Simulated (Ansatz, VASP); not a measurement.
One calculation of BiBrO, two programs

INCAR

```
ALGO = Normal
EDIFF = 1E-6
ENCUT = 520
GGA = CA
ISIF = 2
ISMEAR = 0
LASPH = True
LCHARG = False
LREAL = False
LWAVE = False
NBANDS = 37
NELM = 100
PREC = Accurate
SIGMA = 0.05
```

File KPOINTS:

```
k-points
0
Gamma
  8 8 4
```

POSCAR

```
BiBrO
1.0
    3.9473000000      0.0000000000      0.0000000000
    0.0000000000      3.9473000000      0.0000000000
    0.0000000000      0.0000000000      7.6239000000
Bi Br O
2 2 2
Direct
    0.0000000000      0.5000000000      0.1575579020
    0.5000000000      0.0000000000      0.8424420980
    0.0000000000      0.5000000000      0.6517216503
    0.5000000000      0.0000000000      0.3482783497
    0.0000000000      0.0000000000      0.0000000000
    0.5000000000      0.5000000000      0.0000000000
```

Input for Ansatz:

```yaml
crystal:
  lattice:
    - [3.9473, 0.0, 0.0]
    - [0.0, 3.9473, 0.0]
    - [0.0, 0.0, 7.6239]
  atoms:
    - { symbol: Bi, position: [0.0, 0.5, 0.157557902] }
    - { symbol: Bi, position: [0.5, 0.0, 0.842442098] }
    - { symbol: Br, position: [0.0, 0.5, 0.6517216503] }
    - { symbol: Br, position: [0.5, 0.0, 0.3482783497] }
    - { symbol: O, position: [0.0, 0.0, 0.0] }
    - { symbol: O, position: [0.5, 0.5, 0.0] }
basis:
  ecutwfc: 520.0
kpoints:
  mp_grid: { grid: [8, 8, 4] }
hamiltonian:
  xc: lda
  pseudopotentials: { kind: paw }
scf:
  occupations: { method: gaussian, width: 0.05 }
output:
  forces: true
  stress: true
  eigenvalues: true
```

Alike in both runs: task single point; functional LDA; k mesh 8 × 8 × 4; occupations gaussian, width 0.05 eV; no spin polarisation.

|  | VASP | Ansatz |
| --- | --- | --- |
| version | VASP 6.6.1 | Ansatz 0.2.0 |
| potentials or method | VASP PAW LDA potentials, release 64 (Bi_d, Br, O), cutoff 520 eV | scalar-relativistic, plane waves, PAW |
| valence electrons in the cell | 56 | 56 |

|  | VASP | Ansatz | Ansatz less VASP |
| --- | --- | --- | --- |
| gap on the k mesh at the Fermi level (eV) | 1.88 | 1.89 | +0.012 |
| least direct gap on the mesh (eV) | 2.00 | 2.01 | +0.008 |
| pressure (GPa) | -0.4 | -0.7 | -0.30 |
| traceless stress, the component that is largest in VASP (GPa) | 1.69 | 1.76 | +0.063 |
| rms of the force components (eV/Å) | 0.106 | 0.079 | -0.0267 |

LDA's correlation is that of Perdew and Zunger in VASP and of Perdew and Wang (1992) in Ansatz. Atom by atom the forces differ by 0.027 eV/Å (rms over components).

Spin-orbit coupling is off throughout.
